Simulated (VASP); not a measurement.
**NbP: relaxation of the atoms with PBEsol**

The system is NbP, a slab with vacuum.

```
Nb P
1.0
     3.32025    0.00000    0.00000
     0.00000    3.32025    0.00000
     0.00000    0.00000   24.39647
Nb P
4 4
Direct
  0.50000 0.50000 0.30742
  0.00000 0.50000 0.42312
  0.00000 0.00000 0.53882
  0.50000 0.00000 0.65451
  0.00000 0.00000 0.34549
  0.50000 0.00000 0.46118
  0.50000 0.50000 0.57688
  0.00000 0.50000 0.69258
```

| Property | Result |
| --- | --- |
| Program | VASP 6.6.1 |
| Task | relaxation of the atoms |
| Functional | PBEsol |
| Potentials or basis | VASP PAW PBE potentials, release 64 (Nb_sv, P) |
| Cutoff | 520 eV |
| k mesh | 10 × 10 × 1 |
| Occupations | gaussian, width 0.1 eV |
| Spin | no spin polarisation |
| Dipole correction | yes |
| Further INCAR settings | ALGO = Normal; EDIFF = 1e-06; IBRION = 2; EDIFFG = -0.02; NSW = 80 |

```yaml
Energy_gained_by_relaxing: 8.4 meV/atom
Ionic_steps: 15
Largest_force_after_relaxing: 0.007 eV/Å
Band_gap_on_the_k_mesh: zero (bands 36 and 37 overlap by 1.18 eV)
```

Forces in eV/Å, atoms in the order of the input:
```
Nb   0.000  0.000 -0.003
Nb   0.000  0.000  0.004
Nb   0.000  0.000 -0.003
Nb   0.000  0.000  0.005
P    0.000  0.000 -0.002
P    0.000  0.000  0.003
P    0.000  0.000  0.004
P    0.000  0.000 -0.007
```

Step by step:
```
step  energy change (eV)  largest force (eV/Å)  pressure (GPa)
   1              0.0000                1.0102           -1.97
   2             -0.0574                0.3325           -1.56
   3             -0.0600                0.2855           -1.44
   4             -0.0642                0.0971           -1.34
   5             -0.0644                0.0985           -1.31
   6             -0.0653                0.0487           -1.27
   7             -0.0655                0.0788           -1.23
   8             -0.0661                0.0361           -1.19
   9             -0.0664                0.0483           -1.14
  10             -0.0664                0.0541           -1.12
  11             -0.0667                0.0329           -1.06
  12             -0.0667                0.0345           -1.05
  13             -0.0667                0.0369           -1.02
  14             -0.0667                0.0345           -1.04
  15             -0.0668                0.0074           -1.01
```

Final structure:
```xyz
8
Lattice="3.3203 0.0000 0.0000 0.0000 3.3203 0.0000 0.0000 0.0000 24.3965" Properties=species:S:1:pos:R:3 pbc="T T T"
Nb    1.6601    1.6601    7.5971
Nb    0.0000    1.6601   10.3102
Nb    0.0000    0.0000   13.1272
Nb    1.6601    0.0000   15.9705
P     0.0000    0.0000    8.4103
P     1.6601    0.0000   11.2468
P     1.6601    1.6601   14.0678
P     0.0000    1.6601   16.8559
```

Levels at points of the mesh, in eV from the Fermi level:
```tsv
k point	band 33	band 34	band 35	band 36	band 37	band 38	band 39	band 40
(0.00, 0.00, 0.00)	-0.94	-0.89	-0.23	-0.19	-0.06	0.89	1.12	1.41
(0.50, 0.00, 0.00)	-1.38	-0.87	0.07	0.17	0.42	0.56	1.19	1.32
(0.00, 0.50, 0.00)	-0.77	-0.50	0.11	0.14	0.20	0.21	0.45	1.55
(0.50, 0.50, 0.00)	-0.65	-0.36	-0.23	0.95	0.97	1.92	2.60	3.23
```

It took 16 min on 4 MPI ranks on Intel(R) Xeon(R) Platinum 8488C (Sapphire Rapids), on a shared host, peak memory 0.62 GiB a rank.

Caveat: the PAW data sets were made with another functional, which shifts forces and pressure a little.
